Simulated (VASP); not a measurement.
Runs of VASP 6.6.1 on NbI7. The structure is that of space group Im-3m (No. 229), or close to it. The cells are those of the table. The cell was built from a structure type or drawn by symmetry, and may not be a known phase.

```csv
task,spin,cell,cutoff (eV),gap on the mesh (eV),pressure (GPa)
single point,collinear,"a = 6.953 Å, angles 109.5°, 8 atoms",520,none,(a)
single point,off,"a = 6.953 Å, angles 109.5°, 8 atoms",520,none,-0.1
single point,off,"a = 7.635 Å, angles 109.5°, 8 atoms",520,none,-4.4
relaxation of cell and atoms,off,"relaxed from a = 7.635 Å, angles 109.5°, 8 atoms",600,none,0.1
```

Alike in all rows: level PBE; potentials or basis VASP PAW PBE potentials, release 64 (Nb_sv, I); k mesh 4 × 4 × 4; smearing gaussian 0.1 eV.

Problem. Estimate the missing entries.

Solution. (a) 0.9.

Caveats: spin-orbit coupling is left out, which moves the levels of the heavy elements; the cell stands under tension (at least some runs).

A k mesh can miss the band edges, and the runs leave out spin-orbit coupling on I, Nb.

A gap of «none» marks levels without a gap at the run's occupations.
